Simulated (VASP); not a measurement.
Ta4NiO11:

```xyz
16
Lattice="3.8000 0.0000 0.0000 0.0000 3.8500 0.0000 0.0000 0.0000 12.6000" Properties=species:S:1:pos:R:3 pbc="T T T"
Ta    1.9000    0.0000   10.3950
Ta    1.9000    0.0000    2.2050
Ta    0.0000    0.0000    8.2026
Ta    0.0000    0.0000    4.3974
Ni    0.0000    0.0000    0.0000
O     1.9000    0.0000    0.0000
O     0.0000    1.9250    0.0000
O     0.0000    0.0000   10.3950
O     1.9000    1.9250   10.3950
O     0.0000    0.0000    2.2050
O     1.9000    1.9250    2.2050
O     1.9000    0.0000    8.2026
O     1.9000    0.0000    4.3974
O     0.0000    0.0000    6.3000
O     0.0000    1.9250    8.2026
O     0.0000    1.9250    4.3974
```

This cell differs from its parent crystal: built by hand: M2O5-MO2 shear intergrowth, Ni ordered (Pmmm, No. 47).

* Program: VASP 6.6.1
* Task: relaxation of cell and atoms
* Functional: PBE
* Potentials or basis: VASP PAW PBE potentials, release 64 (Ta_pv, Ni, O)
* Cutoff: 600 eV
* k mesh: 3 × 3 × 1
* Occupations: gaussian, width 0.15 eV
* Spin: collinear spin, ferromagnetic start
* Starting moments: [0.0, 0.0, 0.0, 0.0, 2.0, 0.0, 0.0, 0.0, 0.0, 0.0, 0.0, 0.0, 0.0, 0.0, 0.0, 0.0] μB

At the start: pressure 23.9 GPa; volume 11.52 Å³/atom.

Question: Where does the relaxation end?

Answer: Over 23 steps the energy falls by 322.4 meV/atom and the volume is 12.56 Å³/atom (+9.0 %); space group Pmmm (No. 47, to 0.1 Å) before and after; moment 1.11 μB per cell.

The path:
| step | energy change (eV) | largest force (eV/Å) | pressure (GPa) | volume (Å³) |
| --- | --- | --- | --- | --- |
| 1 | 0.0000 | 4.5270 | 23.94 | 184.34 |
| 2 | 0.9756 | 8.8696 | -17.13 | 232.27 |
| 3 | -3.0572 | 1.8241 | -3.44 | 204.28 |
| 4 | -3.0681 | 1.8554 | -2.50 | 203.22 |
| 5 | -3.0683 | 1.8670 | -2.13 | 202.84 |
| 6 | -3.8920 | 2.3951 | 0.48 | 201.15 |
| 7 | -3.5171 | 2.6430 | 8.73 | 197.38 |
| 8 | -4.2430 | 1.4342 | 2.94 | 199.84 |
| 9 | -4.5683 | 1.0251 | 1.72 | 200.28 |
| 10 | -4.7048 | 1.6024 | 0.57 | 200.75 |
| 11 | -4.8821 | 1.1095 | -0.28 | 201.03 |
| 12 | -5.0366 | 0.4797 | -1.63 | 201.59 |
| 13 | -5.0786 | 0.3446 | -0.37 | 200.69 |
| 14 | -5.0907 | 0.5760 | 0.84 | 199.88 |
| 15 | -5.1115 | 0.3767 | 0.72 | 200.07 |
| 16 | -5.1334 | 0.2422 | 0.44 | 200.53 |
| 17 | -5.1336 | 0.2437 | 0.41 | 200.57 |
| 18 | -5.1422 | 0.2362 | -0.27 | 201.11 |
| 19 | -5.1433 | 0.2320 | -0.63 | 201.41 |
| 20 | -5.1504 | 0.1390 | -0.19 | 201.15 |
| 21 | -5.1520 | 0.1776 | 0.15 | 200.95 |
| 22 | -5.1568 | 0.0807 | 0.28 | 200.98 |
| 23 | -5.1579 | 0.0570 | 0.34 | 201.00 |

Final structure:
```
CELL_PARAMETERS angstrom
3.92930 0.00000 0.00000
0.00000 3.81340 0.00000
0.00000 0.00000 13.41409
ATOMIC_POSITIONS crystal
Ta 0.50000 0.00000 0.84667
Ta 0.50000 0.00000 0.15333
Ta 0.00000 0.00000 0.64298
Ta 0.00000 0.00000 0.35702
Ni 0.00000 0.00000 0.00000
O 0.50000 0.00000 0.00000
O 0.00000 0.50000 0.00000
O 0.00000 0.00000 0.80830
O 0.50000 0.50000 0.82946
O 0.00000 0.00000 0.19170
O 0.50000 0.50000 0.17054
O 0.50000 0.00000 0.67780
O 0.50000 0.00000 0.32220
O 0.00000 0.00000 0.50000
O 0.00000 0.50000 0.65805
O 0.00000 0.50000 0.34195
```

Caveat: the k points lie up to 0.55 Å⁻¹ apart in the final cell; the cell differs from its parent crystal (built by hand: M2O5-MO2 shear intergrowth, Ni ordered (Pmmm, No. 47)); a cell with one magnetic atom can't hold antiferromagnetic order, which such compounds often take; the relaxation stopped at a loose force limit of 0.08 eV/Å, so its end isn't a converged minimum.
